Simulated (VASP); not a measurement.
## Ge2Sb2Te5: single point with r2SCAN

Crystal: Ge2Sb2Te5.

```xyz
9
Lattice="4.2666 0.0000 0.0000 -2.1333 3.6950 0.0000 0.0000 0.0000 17.6112" Properties=species:S:1:pos:R:3 pbc="T T T"
Ge    0.0000    2.4633   15.8898
Ge    2.1333    1.2317    1.7214
Sb    0.0000    0.0000   12.1821
Sb    0.0000    0.0000    5.4291
Te    0.0000    0.0000    0.0000
Te    2.1333    1.2317   14.2107
Te    0.0000    2.4633    3.4005
Te    0.0000    2.4633   10.4824
Te    2.1333    1.2317    7.1288
```

```yaml
Program: VASP 6.6.1
Task: single point
Functional: r2SCAN
Potentials_or_basis: VASP PAW PBE potentials, release 64 (Ge_d, Sb, Te)
Cutoff: 550 eV
k_mesh: 9 × 9 × 2
Occupations: gaussian, width 0.01 eV
Spin: no spin polarisation
```

```
Pressure               : 0.0 GPa
Largest force          : 0.027 eV/Å
Band gap on the k mesh : 0.57 eV
```

Forces in eV/Å, atoms in the order of the input:
```
Ge   0.000  0.000 -0.002
Ge   0.000  0.000  0.002
Sb   0.000  0.000  0.027
Sb   0.000  0.000 -0.027
Te   0.000  0.000  0.000
Te   0.000  0.000 -0.008
Te   0.000  0.000  0.008
Te   0.000  0.000 -0.021
Te   0.000  0.000  0.021
```

Levels at points of the mesh, in eV from the valence-band top:
```tsv
k point	band 31	band 32	band 33	band 34	band 35	band 36	band 37	band 38
(0.00, 0.00, 0.00)	-1.25	-0.81	-0.59	0.00	0.57	0.57	0.76	1.09
(0.00, 0.00, 0.50)	-1.29	-1.16	-0.34	-0.12	0.65	0.65	0.84	0.96
```

It took 38 min on 1 thread of Intel Xeon 8259CL, on a shared host, peak memory 0.66 GiB.

Caveat: the PAW data sets were made with another functional, which shifts forces and pressure a little; spin-orbit coupling is left out, which moves the levels of the heavy elements; an odd mesh through Γ misses points on the zone boundary, where band edges can lie.
